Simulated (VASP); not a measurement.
Input of a VASP 6.6.1 run:

INCAR

```
SYSTEM = Zr3Nb6Ni11
PREC = Accurate
ENCUT = 400
EDIFF = 1E-6
ISMEAR = -1
SIGMA = 0.05
LREAL = Auto
LASPH = .TRUE.
NELM = 120
ALGO = Normal
ISIF = 2
LWAVE = .FALSE.
LCHARG = .FALSE.
GGA = PE
NBANDS = 128
ISYM = -1
GGA_COMPAT = .FALSE.
```

The input KPOINTS:

```
explicit points
1
Reciprocal
  0.25000000   0.25000000   0.25000000 1
```

File POSCAR:

```
Zr3Nb6Ni11
1.0
    6.8173460000     -0.1384310000     -0.2966090000
   -0.1384310000      6.6843640000     -0.0322140000
   -0.2966090000     -0.0322140000      6.7019700000
Ni Nb Zr
11 6 3
Direct
    0.7394848832      0.9081615356      0.2576408709
    0.3984887906      0.4940995092      0.6660697203
    0.5398525759      0.2405047840      0.8865458595
    0.8090643572      0.1572631340      0.5182666954
    0.6291640031      0.5927890591      0.0312610788
    0.8510861046      0.9911078607      0.8941144689
    0.7863223003      0.5723662033      0.3675005224
    0.6338222007      0.7732618559      0.6751744974
    0.4319548903      0.0222031824      0.5405477735
    0.1240966204      0.4509872874      0.4029108276
    0.3833064875      0.6903617487      0.3208145467
    0.7917132443      0.4595223182      0.7209221058
    0.8629870389      0.2834516759      0.1364009142
    0.4425616284      0.9042107078      0.9725664254
   -0.0035358852      0.7109753892      0.0870358396
    0.2385821457      0.4265879252      0.0159807810
    0.4933255042      0.3165587991      0.3225832717
    0.1216349414      0.7522030416      0.6332925225
    0.1415879679      0.0431003516      0.2431947174
    0.1579603535      0.2049421381      0.6978717405
```

Potentials or basis: VASP PAW PBE potentials, release 64 (Ni, Nb_sv, Zr_sv).

The run is started by

```console
$ cat potpaw_PBE.64/Ni/POTCAR potpaw_PBE.64/Nb_sv/POTCAR potpaw_PBE.64/Zr_sv/POTCAR > POTCAR
$ mpirun -np 1 vasp_std > vasp.out
```

**Question.** What does it give for the largest force?

**Answer.** 1.238 eV/Å.

**Question.** What does it give for the pressure?

**Answer.** -1.0 GPa.

Stress tensor (GPa, compression positive):
```
-2.78 -1.52  2.88
-1.52  4.67  2.15
 2.88  2.15 -4.91
```

Caveat: the atoms stand as in a frame of molecular dynamics. Spin polarisation is off, so any magnetic state and its effect on volume and gap are missing.
